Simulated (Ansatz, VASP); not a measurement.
CoPb: VASP beside Ansatz

INCAR

```
SYSTEM = CoPb
PREC     = Accurate       ! precision mode
ENCUT    = 600            ! plane-wave cutoff, eV
EDIFF    = 1E-6           ! SCF threshold, eV
ISMEAR   = 0              ! smearing method
SIGMA    = 0.1            ! smearing width, eV
LREAL    = .False.        ! projectors in reciprocal space
LASPH    = .True.         ! aspherical terms in the spheres
NELM     = 150            ! most SCF steps
ALGO     = Normal         ! electronic algorithm
ISIF     = 3              ! what is computed and relaxed
LWAVE    = .False.        ! write WAVECAR
LCHARG   = .False.        ! write CHGCAR
ISPIN    = 2              ! spin polarisation
MAGMOM   = 1.51 0         ! initial moments
LORBIT   = 11             ! projections on sites
LMAXMIX  = 4              ! l up to which the mixer works
GGA      = PE             ! functional
IBRION   = 2              ! ionic algorithm
NSW      = 90             ! ionic steps
EDIFFG   = -0.04          ! ionic threshold
```

The input KPOINTS:

```
Automatic mesh
0
Gamma
  6 6 6
  0 0 0
```

File POSCAR:

```
CoPb
1.0
    3.4753614741      0.0000000000      0.0000000000
    0.0000000000      3.4753614741      0.0000000000
    0.0000000000      0.0000000000      3.4753614741
Co Pb
1 1
Direct
    0.0000000000      0.0000000000      0.0000000000
    0.5000000000      0.5000000000      0.5000000000
```

Input for Ansatz:

```yaml
crystal:
  lattice:
    - [3.4753614741, 0.0, 0.0]
    - [0.0, 3.4753614741, 0.0]
    - [0.0, 0.0, 3.4753614741]
  atoms:
    - { symbol: Co, position: [0.0, 0.0, 0.0], spin: 1.51 }
    - { symbol: Pb, position: [0.5, 0.5, 0.5] }
basis:
  ecutwfc: 420
kpoints:
  mp_grid: { grid: [6, 6, 6] }
hamiltonian:
  xc: pbe
scf:
  occupations: { method: gaussian, width: 0.1 }
  lower_state_search: "off"
output:
  forces: true
  stress: true
  eigenvalues: true
  populations: true
magnetization:
  spin_polarized: true
relax:
  adjacent_minimum: "off"
  f_tol: 0.04
  max_steps: 70
  cell: { stress_tol: 0.4 }
```

Alike in both runs: task relaxation of cell and atoms; functional PBE; k mesh 6 × 6 × 6; occupations gaussian, width 0.1 eV; collinear spin.

|  | VASP | Ansatz |
| --- | --- | --- |
| version | VASP 6.6.1 | Ansatz 0.2.0 |
| potentials or method | VASP PAW PBE potentials, release 64 (Co, Pb_d), cutoff 600 eV | scalar-relativistic, plane waves, PAW |
| valence electrons in the cell | 23 | 31 |

|  | VASP | Ansatz | Ansatz less VASP |
| --- | --- | --- | --- |
| gap on the k mesh at the Fermi level, each at its own relaxed structure (eV) | none | none | - |
| net moment per atom (μB) | 0.50 | 0.50 | 0.000 |
| size of the moment on the site where the two differ most (μB) | 1.09 | 1.10 | +0.011 |
| relaxed volume (Å³/atom) | 18.13 | 18.07 | -0.062 |
| relaxed length of the cell vector where the two differ most in proportion (Å) | 3.310 | 3.306 | -0.0038 |

Site moments also hang on the region over which each program counts them. A gap of «none» marks a metal or a gap that the smearing closes. VASP's potentials hold 23 valence electrons a cell and Ansatz's 31, so a difference there can come from the potentials and not from the codes.

Spin-orbit coupling is off throughout.
